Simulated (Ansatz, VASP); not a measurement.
Ta2H3: VASP beside Ansatz

```
Ta H
1.0
     2.50561    1.44661    4.01829
    -2.50561    1.44661    4.01829
     0.00000   -2.89323    4.01829
Ta H
4 6
Cartesian
  0.0000 0.0000 10.5493
  0.0000 0.0000 7.5331
  0.0000 0.0000 1.5056
  0.0000 0.0000 4.5218
  -1.2231 -1.4466 5.0229
  1.8643 -0.3359 5.0229
  -0.6413 1.7825 5.0229
  1.2231 1.4466 7.0320
  -1.8643 0.3359 7.0320
  0.6413 -1.7825 7.0320
```

Alike in both runs: functional PBE; k mesh 12 × 12 × 12; occupations gaussian, width 0.1 eV; no spin polarisation.

Ansatz relaxed the structure, and its values are those at the end. VASP's run is a single point on that final structure, the one shown.

|  | VASP | Ansatz |
| --- | --- | --- |
| version | VASP 6.6.1 | Ansatz 0.2.0 |
| potentials or method | VASP PAW PBE potentials, release 64 (Ta_pv, H), cutoff 520 eV | scalar-relativistic, plane waves, PAW |
| valence electrons in the cell | 50 | 58 |

```csv
,VASP,Ansatz,Ansatz less VASP
gap on the k mesh at the Fermi level (eV),none,none,-
pressure (GPa),0.2,0.0,-0.17
rms of the force components (eV/Å),0.005,0.002,-0.0036
```

A gap of «none» marks a metal or a gap that the smearing closes. VASP's potentials hold 50 valence electrons a cell and Ansatz's 58, so a difference there can come from the potentials and not from the codes.

Spin-orbit coupling is off throughout.
